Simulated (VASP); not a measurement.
The system is CaSe.

```xyz
4
Lattice="2.0241 -5.7917 0.0000 2.0241 5.7917 0.0000 0.0000 0.0000 4.4706" Properties=species:S:1:pos:R:3 pbc="T T T"
Ca    2.0241    1.3106    3.3529
Ca    2.0241   -1.3106    1.1176
Se    2.0241   -4.1295    1.1176
Se    2.0241    4.1295    3.3529
```

| Quantity | Value |
| --- | --- |
| Program | VASP 6.6.1 |
| Task | relaxation of cell and atoms |
| Functional | PBEsol |
| Potentials or basis | VASP PAW PBE potentials, release 64 (Ca_sv, Se) |
| Cutoff | 600 eV |
| k mesh | 6 × 6 × 6 |
| Occupations | fermi-dirac, width 0.03 eV |
| Spin | no spin polarisation |

At the start: pressure -2.6 GPa; volume 26.20 Å³/atom.

Where does the relaxation end?

Over 16 steps the energy falls by 113.7 meV/atom and the volume is 25.30 Å³/atom (-3.4 %); space group Cmcm (No. 63, to 0.1 Å) before and after.

The path:
| step | energy change (eV) | largest force (eV/Å) | pressure (GPa) | volume (Å³) |
| --- | --- | --- | --- | --- |
| 1 | 0.0000 | 1.0916 | -2.64 | 104.82 |
| 2 | -0.2413 | 0.8235 | 0.35 | 98.34 |
| 3 | -0.2635 | 0.7133 | 1.92 | 95.89 |
| 4 | -0.3617 | 0.4145 | 0.65 | 98.18 |
| 5 | -0.4140 | 0.2886 | -0.89 | 101.37 |
| 6 | -0.4444 | 0.1596 | -0.02 | 99.51 |
| 7 | -0.4462 | 0.1132 | 0.29 | 98.92 |
| 8 | -0.4489 | 0.0650 | -0.02 | 99.59 |
| 9 | -0.4491 | 0.0488 | -0.12 | 99.82 |
| 10 | -0.4509 | 0.0265 | 0.04 | 99.76 |
| 11 | -0.4513 | 0.0179 | 0.16 | 99.72 |
| 12 | -0.4530 | 0.0226 | 0.05 | 100.26 |
| 13 | -0.4544 | 0.0324 | -0.15 | 101.27 |
| 14 | -0.4548 | 0.0061 | 0.17 | 100.90 |
| 15 | -0.4549 | 0.0155 | 0.06 | 101.03 |
| 16 | -0.4550 | 0.0041 | -0.01 | 101.22 |

Final structure:
```
CELL_PARAMETERS angstrom
1.96004 -5.98288 0.00000
1.96004 5.98288 0.00000
0.00000 0.00000 4.31577
ATOMIC_POSITIONS crystal
Ca 0.36896 0.63104 0.75000
Ca 0.63104 0.36896 0.25000
Se 0.87468 0.12532 0.25000
Se 0.12532 0.87468 0.75000
```

Caveat: the PAW data sets were made with another functional, which shifts forces and pressure a little.
